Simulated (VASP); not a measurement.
Here is a VASP 6.6.1 calculation.

The input INCAR:

```
PREC = Accurate
ENCUT = 520
EDIFF = 1E-7
ISMEAR = 0
SIGMA = 0.011
LREAL = False
LASPH = True
NELM = 80
ALGO = Normal
ISIF = 2
LWAVE = False
LCHARG = False
GGA = PE
NBANDS = 11
```

The input KPOINTS:

```
regular mesh
0
Gamma
  11 11 11
```

Contents of POSCAR:

```
MgO
1.0
    0.0000000000      2.0970013927      2.0970013927
    2.0970013927      0.0000000000      2.0970013927
    2.0970013927      2.0970013927      0.0000000000
Mg O
1 1
Direct
    0.0000000000      0.0000000000      0.0000000000
    0.5000000000      0.5000000000      0.5000000000
```

Potentials or basis: VASP PAW PBE potentials, release 64 (Mg, O).

Run with:

```console
$ cat potpaw_PBE.64/Mg/POTCAR potpaw_PBE.64/O/POTCAR > POTCAR
$ mpirun -np 1 vasp_std > vasp.out
```

Task: Estimate the pressure.

Result: 6.2 GPa.

Task: What does it give for the band gap on the k mesh?

Result: 4.85 eV, direct.
